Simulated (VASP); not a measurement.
# Sc (R-3m) in VASP: single point with PBEsol

Aim: the single point of Sc with PBEsol.

All numbers are computed with VASP 6.6.1; they aren't measurements. Logs are shortened: lines on timing, memory, paths and dates and some standing lists are left out, and cuts for length are marked.

## Step 1: The cell of the first run

The structure is trigonal, space group R-3m (No. 166). Conventional cell: a = 7.563 Å, b = 7.563 Å, c = 19.347 Å, α = 90.00°, β = 90.00°, γ = 120.00°. Sc (site symmetry m) has 6 Sc at 2.57 to 2.78 Å within 3.4 Å. Sc (site symmetry m) has 7 Sc at 2.75 to 3.10 Å within 3.6 Å.

## Step 2: Single point, PBEsol

INCAR

```
SYSTEM = Sc
  PREC = Accurate
  ENCUT = 520
  EDIFF = 1E-6
  ISMEAR = 0
  SIGMA = 0.1
  LREAL = .False.
  LASPH = .True.
  NELM = 100
  ALGO = Normal
  ISIF = 2
  LWAVE = .False.
  LCHARG = .True.
  GGA = PS
  LELF = .True.
  LVHAR = .True.
  NBANDS = 78
```

KPOINTS

```
Automatic mesh
0
Gamma
  3 3 3
  0 0 0
```

POSCAR

```
Sc
1.0
    3.7815073870      2.1832543079      6.4489908732
   -3.7815073870      2.1832543079      6.4489908732
    0.0000000000     -4.3665086156      6.4489908732
Sc
12
Direct
    0.0101900000      0.6536100000      0.0101900000
    0.0101900000      0.0101900000      0.6536100000
    0.6536100000      0.0101900000      0.0101900000
    0.9898100000      0.3463900000      0.9898100000
    0.3463900000      0.9898100000      0.9898100000
    0.9898100000      0.9898100000      0.3463900000
    0.2211800000      0.6306000000      0.2211800000
    0.2211800000      0.2211800000      0.6306000000
    0.6306000000      0.2211800000      0.2211800000
    0.7788200000      0.3694000000      0.7788200000
    0.3694000000      0.7788200000      0.7788200000
    0.7788200000      0.7788200000      0.3694000000
```

Potentials or basis: VASP PAW PBE potentials, release 64 (Sc_sv).

Started as:

```sh
$ cat potpaw_PBE.64/Sc_sv/POTCAR > POTCAR
$ mpirun -np 1 vasp_std > vasp.out
```

OUTCAR:

```text
SYSTEM = Sc
   PREC = Accurate
   ENCUT = 520
   EDIFF = 1E-6
   ISMEAR = 0
   LREAL = .False.
   LASPH = .True.
   NELM = 100
   ISIF = 2
   GGA = PS

 ion  position               nearest neighbor table
   1  0.010  0.654  0.010-   4 2.57   3 2.70   2 2.70   7 2.77  12 2.78  11 2.78
   2  0.010  0.010  0.654-   6 2.57   3 2.70   1 2.70   8 2.77  10 2.78  11 2.78
   3  0.654  0.010  0.010-   5 2.57   1 2.70   2 2.70   9 2.77  12 2.78  10 2.78
   4  0.990  0.346  0.990-   1 2.57   5 2.70   6 2.70  10 2.77   8 2.78   9 2.78
   5  0.346  0.990  0.990-   3 2.57   4 2.70   6 2.70  11 2.77   8 2.78   7 2.78
   6  0.990  0.990  0.346-   2 2.57   4 2.70   5 2.70  12 2.77   9 2.78   7 2.78
   7  0.221  0.631  0.221-  11 2.75  12 2.75   1 2.77   6 2.78   5 2.78   9 3.10   8 3.10
   8  0.221  0.221  0.631-  10 2.75  11 2.75   2 2.77   4 2.78   5 2.78   7 3.10   9 3.10
   9  0.631  0.221  0.221-  10 2.75  12 2.75   3 2.77   6 2.78   4 2.78   7 3.10   8 3.10
  10  0.779  0.369  0.779-   9 2.75   8 2.75   4 2.77   2 2.78   3 2.78  11 3.10  12 3.10
  11  0.369  0.779  0.779-   7 2.75   8 2.75   5 2.77   2 2.78   1 2.78  10 3.10  12 3.10
  12  0.779  0.779  0.369-   7 2.75   9 2.75   6 2.77   3 2.78   1 2.78  10 3.10  11 3.10

  LATTYP: Found a trigonal (rhomboedric) cell.
 ALAT       =     7.7881885425
 COS(alpha) =     0.5284942553

  Lattice vectors:

 A1 = (   3.7815073870,   2.1832543079,   6.4489908732)
 A2 = (  -3.7815073870,   2.1832543079,   6.4489908732)
 A3 = (   0.0000000000,  -4.3665086156,   6.4489908732)

Analysis of symmetry for initial positions (statically):
=====================================================================
 Subroutine PRICEL returns:
 Original cell was already a primitive cell.

 Routine SETGRP: Setting up the symmetry group for a
 trigonal (rhombohedral) supercell.

 Subroutine GETGRP returns: Found 12 space group operations
 (whereof 12 operations were pure point group operations)
 out of a pool of 12 trial point group operations.

The static configuration has the point symmetry D_3d.

Analysis of symmetry for dynamics (positions and initial velocities):
=====================================================================
 Subroutine PRICEL returns:
 Original cell was already a primitive cell.

 Routine SETGRP: Setting up the symmetry group for a
 trigonal (rhombohedral) supercell.

 Subroutine GETGRP returns: Found 12 space group operations
 (whereof 12 operations were pure point group operations)
 out of a pool of 12 trial point group operations.

The dynamic configuration has the point symmetry D_3d.

 Subroutine INISYM returns: Found 12 space group operations
 (whereof 12 operations are pure point group operations),
 and found     1 'primitive' translations

----------------------------------------------------------------------------------------

                                     Primitive cell

  volume of cell :     319.4569

  direct lattice vectors                    reciprocal lattice vectors
     3.781507387  2.183254308  6.448990873     0.132222405  0.076338641  0.051687673
    -3.781507387  2.183254308  6.448990873    -0.132222405  0.076338641  0.051687673
     0.000000000 -4.366508616  6.448990873     0.000000000 -0.152677282  0.051687673

  length of vectors
     7.788188542  7.788188542  7.788188542     0.161189230  0.161189230  0.161189230

  position of ions in fractional coordinates (direct lattice)
     0.010190000  0.653610000  0.010190000
     0.010190000  0.010190000  0.653610000
     0.653610000  0.010190000  0.010190000
     0.989810000  0.346390000  0.989810000
     0.346390000  0.989810000  0.989810000
     0.989810000  0.989810000  0.346390000
     0.221180000  0.630600000  0.221180000
     0.221180000  0.221180000  0.630600000
     0.630600000  0.221180000  0.221180000
     0.778820000  0.369400000  0.778820000
     0.369400000  0.778820000  0.778820000
     0.778820000  0.778820000  0.369400000

  ion indices of the primitive-cell ions
   primitive index   ion index
                 1           1
                 2           2
                 3           3
                 4           4
                 5           5
                 6           6
                 7           7
                 8           8
                 9           9
                10          10
                11          11
                12          12

----------------------------------------------------------------------------------------

 KPOINTS: Automatic mesh

Automatic generation of k-mesh.
 Grid dimensions read from file:
 generate k-points for:    3    3    3

 Generating k-lattice:

  Cartesian coordinates                     Fractional coordinates (reciprocal lattice)
     0.044074135  0.025446214  0.017229224     0.333333333  0.000000000 -0.000000000
    -0.044074135  0.025446214  0.017229224     0.000000000  0.333333333 -0.000000000
     0.000000000 -0.050892427  0.017229224    -0.000000000 -0.000000000  0.333333333

  Length of vectors
     0.053729743  0.053729743  0.053729743

  Shift w.r.t. Gamma in fractional coordinates (k-lattice)
     0.000000000  0.000000000  0.000000000

 Subroutine IBZKPT returns following result:
 ===========================================

 Found      6 irreducible k-points:

 Following reciprocal coordinates:
            Coordinates               Weight
  0.000000  0.000000  0.000000      1.000000
  0.333333 -0.000000 -0.000000      6.000000
  0.333333  0.333333 -0.000000      6.000000
 -0.333333  0.333333  0.000000      6.000000
  0.333333  0.333333  0.333333      2.000000
 -0.333333  0.333333  0.333333      6.000000
   k-points           NKPTS =      6   k-points in BZ     NKDIM =      6   number of bands    NBANDS=     78
   number of dos      NEDOS =    301   number of ions     NIONS =     12
   total plane-waves  NPLWV = 216000
   dimension x,y,z NGX =    60 NGY =   60 NGZ =   60
   dimension x,y,z NGXF=   120 NGYF=  120 NGZF=  120
   ions per type =              12
   NGX,Y,Z   is equivalent  to a cutoff of  12.81, 12.81, 12.81 a.u.
   NGXF,Y,Z  is equivalent  to a cutoff of  25.62, 25.62, 25.62 a.u.
 SYSTEM =  Sc
   PREC   = accura    normal or accurate (medium, high low for compatibility)
   ISTART =      0    job   : 0-new  1-cont  2-samecut
   ICHARG =      2    charge: 1-file 2-atom 10-const
   ISPIN  =      1    spin polarized calculation?
   LNONCOLLINEAR =      F non collinear calculations
   LSORBIT =      F    spin-orbit coupling
   LASPH  =      T    aspherical Exc in radial PAW
   ENCUT  =  520.0 eV  38.22 Ry    6.18 a.u.  14.48 14.48 14.48*2*pi/ulx,y,z
   NELM   =    100;   NELMIN=  2; NELMDL= -5     # of ELM steps
   EDIFF  = 0.1E-05   stopping-criterion for ELM
   LREAL  =      F    real-space projection
   EDIFFG = 0.1E-04   stopping-criterion for IOM
   NSW    =      0    number of steps for IOM
   IBRION =     -1    ionic relax: 0-MD 1-quasi-New 2-CG
   NFREE  =      0    steps in history (QN), initial steepest desc. (CG)
   ISIF   =      2    stress and relaxation
   ISYM   =      2    0-nonsym 1-usesym 2-fastsym
   POTIM  = 0.5000    time-step for ionic-motion
   TEBEG  =    0.0;   TEEND  =   0.0 temperature during run
   PSTRESS=    0.0 pullay stress
   NELECT =     132.0000    total number of electrons
   NUPDOWN=      -1.0000    fix difference up-down
   EMIN   =  10.00;   EMAX   =-10.00  energy-range for DOS
   EFERMI =   0.00;   METHOD = LEGACY
   ISMEAR =     0;   SIGMA  =   0.10  broadening in eV -4-tet -1-fermi 0-gaus
   EFERMI_NEDOS =   21; number of points for ismear=-14 and -15
   IALGO  =     38    algorithm
   IMIX   =      4    mixing-type and parameters
     AMIX     =   0.40;   BMIX     =  1.00
     AMIX_MAG =   1.60;   BMIX_MAG =  1.00
  volume/ion in A,a.u.               =      26.62       179.65
  Fermi-wavevector in a.u.,A,eV,Ry     =   1.219351  2.304239 20.229369  1.486817
  Thomas-Fermi vector in A             =   2.354606
   LORBIT       =      0    0 simple, 1 ext, 2 COOP (PROOUT), +10 PAW based schemes
   GGA     = PS    functional components
   LHFCALC =     F    Hartree Fock is set to
   AEXX    =    0.0000 exact exchange contribution
   IVDW    =     0    specifies the selected vdW correction
   LEPSILON=     F    determine dielectric tensor
   LRPA    =     F    only Hartree local field effects (RPA)
 non-spin polarized calculation
 Gauss-broadening in eV      SIGMA  =   0.10
  energy-cutoff  :      520.00
  volume of cell :      319.46
 maximum number of plane-waves:      8645
 NGX is ok and might be reduce to    60
   NGX = 29   NGY = 29   NGZ = 29

 number of electron     132.0000005 magnetization

 Free energy of the ion-electron system (eV)
  ---------------------------------------------------
  ext. energy  EPLUGINS =         0.00000000
  ---------------------------------------------------
  free energy    TOTEN  =       -59.86007581 eV

  energy without entropy =      -59.75561457  energy(sigma->0) =      -59.80784519

 E-fermi :   2.7278     XC(G=0):  -9.3523

 val. band max:        2.6920691729   @ k =   0.3333   0.3333  -0.0000
 cond. band min:       2.7507848537   @ k =  -0.3333   0.3333   0.3333
 fundamental gap:      0.0587156808
 Fermi energy:         2.7277843127

 k-point     1 :       0.0000    0.0000    0.0000
  band No.  band energies     occupation
      1     -46.2075      2.00000
      2     -46.0692      2.00000
      3     -46.0692      2.00000
      4     -46.0087      2.00000
      5     -45.9944      2.00000
      6     -45.9770      2.00000
[... 70 lines left out ...]
     77       3.3932      0.00000
     78       3.3934      0.00000
[... 403 lines left out ...]
     77       3.6241      0.00000
     78       3.7873      0.00000

------------------------ aborting loop because EDIFF is reached ----------------------------------------

  FORCE on cell =-STRESS in cart. coord.  units (eV):
  Direction    XX          YY          ZZ          XY          YZ          ZX
  --------------------------------------------------------------------------------------
  -------------------------------------------------------------------------------------
  Total       19.7676008     19.7676008     25.9218731      0.0000000      0.0000000      0.0000000
  in kB       99.1407619     99.1407619    130.0063815      0.0000000      0.0000000      0.0000000
  external PRESSURE =     109.4293017 kB  Pullay stress =       0.0000000 kB

 VOLUME and BASIS-vectors are now :
 -----------------------------------------------------------------------------
  energy-cutoff  :      520.00
  volume of cell :      319.46
      direct lattice vectors                 reciprocal lattice vectors
     3.781507387  2.183254308  6.448990873     0.132222405  0.076338641  0.051687673
    -3.781507387  2.183254308  6.448990873    -0.132222405  0.076338641  0.051687673
     0.000000000 -4.366508616  6.448990873     0.000000000 -0.152677282  0.051687673

 POSITION                                       TOTAL-FORCE (eV/Angst)
 -----------------------------------------------------------------------------------
     -2.43310      1.40475      4.34656         1.413739     -0.816223     -0.882119
      0.00000     -2.80950      4.34656         0.000000      1.632445     -0.882119
      2.43310      1.40475      4.34656        -1.413739     -0.816223     -0.882119
      2.43310     -1.40475     15.00042        -1.413739      0.816223      0.882119
     -2.43310     -1.40475     15.00042         1.413739      0.816223      0.882119
      0.00000      2.80950     15.00042         0.000000     -1.632445      0.882119
     -1.54822      0.89387      6.91951         1.941046     -1.120664      0.498325
      0.00000     -1.78774      6.91951         0.000000      2.241327      0.498325
      1.54822      0.89387      6.91951        -1.941046     -1.120664      0.498325
      1.54822     -0.89387     12.42746        -1.941046      1.120664     -0.498325
     -1.54822     -0.89387     12.42746         1.941046      1.120664     -0.498325
      0.00000      1.78774     12.42746         0.000000     -2.241327     -0.498325
 -----------------------------------------------------------------------------------
    total drift:                               -0.000000      0.000000     -0.000000

  FREE ENERGIE OF THE ION-ELECTRON SYSTEM (eV)
  ---------------------------------------------------
  free  energy   TOTEN  =       -59.8600758065 eV

  energy  without entropy=      -59.7556145654  energy(sigma->0) =      -59.80784519
```

Wall time 6 min (1 thread of Intel Xeon Platinum 8375C at 2.90GHz (Ice Lake), shared host); peak memory 0.52 GiB.

What came out:

- Free energy: -59.8601 eV
- Pressure: 10.9 GPa
- Largest force: 2.296 eV/Å
- Band gap on the k mesh: zero (bands 66 and 67 overlap by 0.09 eV)

Forces in eV/Å, atoms in the order of the input:
```
Sc   1.414 -0.816 -0.882
Sc   0.000  1.632 -0.882
Sc  -1.414 -0.816 -0.882
Sc  -1.414  0.816  0.882
Sc   1.414  0.816  0.882
Sc   0.000 -1.632  0.882
Sc   1.941 -1.121  0.498
Sc   0.000  2.241  0.498
Sc  -1.941 -1.121  0.498
Sc  -1.941  1.121 -0.498
Sc   1.941  1.121 -0.498
Sc   0.000 -2.241 -0.498
```

Stress tensor (GPa, compression positive):
```
 9.91  0.00  0.00
 0.00  9.91  0.00
 0.00  0.00 13.00
```

Levels at points of the mesh, in eV from the Fermi level:
```
           k point  band 63  band 64  band 65  band 66  band 67  band 68
(0.00, 0.00, 0.00)    -0.56    -0.33    -0.33     0.04     0.04     0.25
```

Caveat: the cell stands under pressure; the PAW data sets were made with another functional, which shifts forces and pressure a little.

The gap in the log of VASP goes by the Fermi energy; the results here count the filled bands.